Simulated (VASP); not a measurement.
# W (Fm-3m) in VASP: notebook

W is run at these levels: LDA; tasks: single point.

Program: VASP 6.6.1. These are calculated values, not measurements. Logs are shortened: lines on timing, memory, paths and dates and some standing lists are left out, and cuts for length are marked.

## 1. The cell of the first run

The structure is cubic, space group Fm-3m (No. 225). The conventional cell has a = 4.060 Å, b = 4.060 Å, c = 4.060 Å, α = 90.00°, β = 90.00°, γ = 90.00°. Within 3.8 Å of W (site symmetry m-3m) lie 12 W at 2.87 Å.

## 2. Single point, LDA

INCAR

```
ALGO = Normal ; EDIFF = 1E-6
ENCUT = 520 ; GGA = CA
ISIF = 2 ; ISMEAR = -1
LASPH = True ; LCHARG = False
LREAL = False ; LWAVE = False
NBANDS = 13 ; NELM = 100
PREC = Accurate ; SIGMA = 0.1
```

KPOINTS

```
k-points
0
Gamma
  3 3 3
```

POSCAR

```
W
1.0
    0.0000000000      2.0300000000      2.0300000000
    2.0300000000      0.0000000000      2.0300000000
    2.0300000000      2.0300000000      0.0000000000
W
1
Direct
    0.0000000000      0.0000000000      0.0000000000
```

Potentials or basis: VASP PAW LDA potentials, release 64 (W_sv).

Launch:

```bash
$ cat potpaw_LDA.64/W_sv/POTCAR > POTCAR
$ mpirun -np 1 vasp_std > vasp.out
```

OUTCAR:

```text
EDIFF = 1E-6
   ENCUT = 520
   GGA = CA
   ISIF = 2
   ISMEAR = -1
   LASPH = True
   LREAL = False
   NELM = 100
   PREC = Accurate

 ion  position               nearest neighbor table
   1  0.000  0.000  0.000-

  LATTYP: Found a face centered cubic cell.
 ALAT       =     4.0600000000

  Lattice vectors:

 A1 = (   0.0000000000,   2.0300000000,   2.0300000000)
 A2 = (   2.0300000000,   0.0000000000,   2.0300000000)
 A3 = (   2.0300000000,   2.0300000000,   0.0000000000)

Analysis of symmetry for initial positions (statically):
=====================================================================
 Subroutine PRICEL returns:
 Original cell was already a primitive cell.

 Routine SETGRP: Setting up the symmetry group for a
 face centered cubic supercell.

 Subroutine GETGRP returns: Found 48 space group operations
 (whereof 48 operations were pure point group operations)
 out of a pool of 48 trial point group operations.

The static configuration has the point symmetry O_h .

Analysis of symmetry for dynamics (positions and initial velocities):
=====================================================================
 Subroutine PRICEL returns:
 Original cell was already a primitive cell.

 Routine SETGRP: Setting up the symmetry group for a
 face centered cubic supercell.

 Subroutine GETGRP returns: Found 48 space group operations
 (whereof 48 operations were pure point group operations)
 out of a pool of 48 trial point group operations.

The dynamic configuration has the point symmetry O_h .

 Subroutine INISYM returns: Found 48 space group operations
 (whereof 48 operations are pure point group operations),
 and found     1 'primitive' translations

----------------------------------------------------------------------------------------

                                     Primitive cell

  volume of cell :      16.7309

  direct lattice vectors                    reciprocal lattice vectors
     0.000000000  2.030000000  2.030000000    -0.246305419  0.246305419  0.246305419
     2.030000000  0.000000000  2.030000000     0.246305419 -0.246305419  0.246305419
     2.030000000  2.030000000  0.000000000     0.246305419  0.246305419 -0.246305419

  length of vectors
     2.870853532  2.870853532  2.870853532     0.426613499  0.426613499  0.426613499

  position of ions in fractional coordinates (direct lattice)
     0.000000000  0.000000000  0.000000000

  ion indices of the primitive-cell ions
   primitive index   ion index
                 1           1

----------------------------------------------------------------------------------------

 KPOINTS: k-points

Automatic generation of k-mesh.
 Grid dimensions read from file:
 generate k-points for:    3    3    3

 Generating k-lattice:

  Cartesian coordinates                     Fractional coordinates (reciprocal lattice)
    -0.082101806  0.082101806  0.082101806     0.333333333  0.000000000  0.000000000
     0.082101806 -0.082101806  0.082101806     0.000000000  0.333333333  0.000000000
     0.082101806  0.082101806 -0.082101806     0.000000000  0.000000000  0.333333333

  Length of vectors
     0.142204500  0.142204500  0.142204500

  Shift w.r.t. Gamma in fractional coordinates (k-lattice)
     0.000000000  0.000000000  0.000000000

 Subroutine IBZKPT returns following result:
 ===========================================

 Found      4 irreducible k-points:

 Following reciprocal coordinates:
            Coordinates               Weight
  0.000000  0.000000  0.000000      1.000000
  0.333333  0.000000  0.000000      8.000000
  0.333333  0.333333  0.000000      6.000000
 -0.333333  0.333333  0.000000     12.000000
   k-points           NKPTS =      4   k-points in BZ     NKDIM =      4   number of bands    NBANDS=     13
   number of dos      NEDOS =    301   number of ions     NIONS =      1
   total plane-waves  NPLWV =  13824
   dimension x,y,z NGX =    24 NGY =   24 NGZ =   24
   dimension x,y,z NGXF=    48 NGYF=   48 NGZF=   48
   ions per type =               1
   NGX,Y,Z   is equivalent  to a cutoff of  13.90, 13.90, 13.90 a.u.
   NGXF,Y,Z  is equivalent  to a cutoff of  27.80, 27.80, 27.80 a.u.
 SYSTEM =  unknown system
   PREC   = accura    normal or accurate (medium, high low for compatibility)
   ISTART =      0    job   : 0-new  1-cont  2-samecut
   ICHARG =      2    charge: 1-file 2-atom 10-const
   ISPIN  =      1    spin polarized calculation?
   LNONCOLLINEAR =      F non collinear calculations
   LSORBIT =      F    spin-orbit coupling
   LASPH  =      T    aspherical Exc in radial PAW
   ENCUT  =  520.0 eV  38.22 Ry    6.18 a.u.   5.34  5.34  5.34*2*pi/ulx,y,z
   NELM   =    100;   NELMIN=  2; NELMDL= -5     # of ELM steps
   EDIFF  = 0.1E-05   stopping-criterion for ELM
   LREAL  =      F    real-space projection
   EDIFFG = 0.1E-04   stopping-criterion for IOM
   NSW    =      0    number of steps for IOM
   IBRION =     -1    ionic relax: 0-MD 1-quasi-New 2-CG
   NFREE  =      0    steps in history (QN), initial steepest desc. (CG)
   ISIF   =      2    stress and relaxation
   ISYM   =      2    0-nonsym 1-usesym 2-fastsym
   POTIM  = 0.5000    time-step for ionic-motion
   TEBEG  =    0.0;   TEEND  =   0.0 temperature during run
   PSTRESS=    0.0 pullay stress
   NELECT =      14.0000    total number of electrons
   NUPDOWN=      -1.0000    fix difference up-down
   EMIN   =  10.00;   EMAX   =-10.00  energy-range for DOS
   EFERMI =   0.00;   METHOD = LEGACY
   ISMEAR =    -1;   SIGMA  =   0.10  broadening in eV -4-tet -1-fermi 0-gaus
   EFERMI_NEDOS =   21; number of points for ismear=-14 and -15
   IALGO  =     38    algorithm
   IMIX   =      4    mixing-type and parameters
     AMIX     =   0.40;   BMIX     =  1.00
     AMIX_MAG =   1.60;   BMIX_MAG =  1.00
  volume/ion in A,a.u.               =      16.73       112.91
  Fermi-wavevector in a.u.,A,eV,Ry     =   1.542688  2.915258 32.380324  2.379887
  Thomas-Fermi vector in A             =   2.648457
   LORBIT       =      0    0 simple, 1 ext, 2 COOP (PROOUT), +10 PAW based schemes
   GGA     = CA    functional components
   LHFCALC =     F    Hartree Fock is set to
   AEXX    =    0.0000 exact exchange contribution
   IVDW    =     0    specifies the selected vdW correction
   LEPSILON=     F    determine dielectric tensor
   LRPA    =     F    only Hartree local field effects (RPA)
 non-spin polarized calculation
  energy-cutoff  :      520.00
  volume of cell :       16.73
 maximum number of plane-waves:       459
 NGX is ok and might be reduce to    24
   NGX = 11   NGY = 11   NGZ = 11

 number of electron      14.0000002 magnetization

 Free energy of the ion-electron system (eV)
  ---------------------------------------------------
  ext. energy  EPLUGINS =         0.00000000
  ---------------------------------------------------
  free energy    TOTEN  =       -13.21937589 eV

  energy without entropy =      -13.15541045  energy(sigma->0) =      -13.18739317

 E-fermi :   9.8350     XC(G=0): -13.5176

 val. band max:        9.6841995894   @ k =   0.3333   0.0000   0.0000
 cond. band min:      10.2855847682   @ k =   0.3333   0.3333   0.0000
 fundamental gap:      0.6013851788
 Fermi energy:         9.8350226446

 k-point     1 :       0.0000    0.0000    0.0000
  band No.  band energies     occupation
      1     -63.1252      2.00000
      2     -27.0358      2.00000
      3     -27.0358      2.00000
      4     -27.0358      2.00000
      5       1.2856      2.00000
      6       9.5445      1.89623
      7       9.5445      1.89623
      8       9.5445      1.89623
      9      12.5403      0.00000
     10      12.5403      0.00000
     11      22.9461      0.00000
     12      27.9865      0.00000
     13      27.9865      0.00000

 k-point     2 :       0.3333    0.0000    0.0000
  band No.  band energies     occupation
      1     -63.0498      2.00000
      2     -27.8711      2.00000
      3     -27.1471      2.00000
      4     -27.1471      2.00000
      5       4.2902      2.00000
      6       9.0333      1.99934
      7       9.6842      1.63760
      8       9.6842      1.63760
      9      13.5697      0.00000
     10      13.5697      0.00000
     11      21.8292      0.00000
     12      25.4877      0.00000
     13      31.7089      0.00000

 k-point     3 :       0.3333    0.3333    0.0000
  band No.  band energies     occupation
      1     -63.0249      2.00000
      2     -27.8269      2.00000
      3     -27.3360      2.00000
      4     -27.3360      2.00000
      5       4.9880      2.00000
      6       6.4329      2.00000
      7      10.2856      0.02185
      8      13.1472      0.00000
      9      13.1472      0.00000
     10      14.2239      0.00000
     11      25.6466      0.00000
     12      25.6466      0.00000
     13      27.5599      0.00000

 k-point     4 :      -0.3333    0.3333    0.0000
  band No.  band energies     occupation
      1     -62.9995      2.00000
      2     -27.7801      2.00000
      3     -27.7719      2.00000
      4     -27.2973      2.00000
      5       6.4291      2.00000
      6       7.4115      2.00000
      7       9.1043      1.99866
      8      11.7999      0.00000
      9      13.9017      0.00000
     10      16.9484      0.00000
     11      22.3125      0.00000
     12      22.9306      0.00000
     13      28.2163      0.00000

------------------------ aborting loop because EDIFF is reached ----------------------------------------

  FORCE on cell =-STRESS in cart. coord.  units (eV):
  Direction    XX          YY          ZZ          XY          YZ          ZX
  --------------------------------------------------------------------------------------
  -------------------------------------------------------------------------------------
  Total       -1.0555459     -1.0555459     -1.0555459     -0.0000000      0.0000000      0.0000000
  in kB     -101.0810198   -101.0810198   -101.0810198     -0.0000000      0.0000000      0.0000000
  external PRESSURE =    -101.0810198 kB  Pullay stress =       0.0000000 kB

 VOLUME and BASIS-vectors are now :
 -----------------------------------------------------------------------------
  energy-cutoff  :      520.00
  volume of cell :       16.73
      direct lattice vectors                 reciprocal lattice vectors
     0.000000000  2.030000000  2.030000000    -0.246305419  0.246305419  0.246305419
     2.030000000  0.000000000  2.030000000     0.246305419 -0.246305419  0.246305419
     2.030000000  2.030000000  0.000000000     0.246305419  0.246305419 -0.246305419

 POSITION                                       TOTAL-FORCE (eV/Angst)
 -----------------------------------------------------------------------------------
      0.00000      0.00000      0.00000         0.000000     -0.000000     -0.000000
 -----------------------------------------------------------------------------------
    total drift:                               -0.000000     -0.000000     -0.000000

  FREE ENERGIE OF THE ION-ELECTRON SYSTEM (eV)
  ---------------------------------------------------
  free  energy   TOTEN  =       -13.2193758943 eV

  energy  without entropy=      -13.1554104543  energy(sigma->0) =      -13.18739317
```

It took 2.5 s on 1 thread of AMD EPYC 7R43 (Zen 3), shared host; peak memory 0.09 GiB.

Results:

| Item | Value |
| --- | --- |
| Free energy | -13.2194 eV |
| Pressure | -10.1 GPa |
| Band gap on the k mesh | zero (band 7 reaches 10.29 eV, above the bottom of band 8 at 9.54 eV) |

Caveat: the k points lie up to 0.89 Å⁻¹ apart; spin-orbit coupling is left out, which moves the levels of the heavy elements.

(Continued in part 2 of 2.)
